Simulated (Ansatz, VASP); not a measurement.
BN in VASP and in Ansatz

```
CELL_PARAMETERS angstrom
1.26759 0.73184 3.41732
-1.26759 0.73184 3.41732
0.00000 -1.46368 3.41732
ATOMIC_POSITIONS crystal
N 0.66724 0.66724 0.66724
B 0.00033 0.00033 0.00033
```

Change from the starting cell: volume scaled by 1.04.

Alike in both runs: task single point; functional PBE; k mesh 12 × 12 × 12; occupations fermi-dirac, width 0.05 eV; no spin polarisation.

|  | VASP | Ansatz |
| --- | --- | --- |
| version | VASP 6.6.1 | Ansatz 0.2.0 |
| potentials or method | VASP PAW PBE potentials, release 64 (N, B), cutoff 520 eV | all-electron LAPW, scalar-relativistic |

```csv
,VASP,Ansatz,Ansatz less VASP
gap on the k mesh at the Fermi level (eV),4.23,4.23,0.000
least direct gap on the mesh (eV),4.60,4.59,-0.001
pressure (GPa),-5.4,-5.5,-0.09
"traceless stress, the component that is largest in VASP (GPa)",7.20,7.43,+0.235
rms of the force components (eV/Å),0.003,0.003,0.0000
```

Atom by atom the forces differ by 0.000 eV/Å (rms over components). Ansatz ran all-electron here, and VASP with PAW potentials.
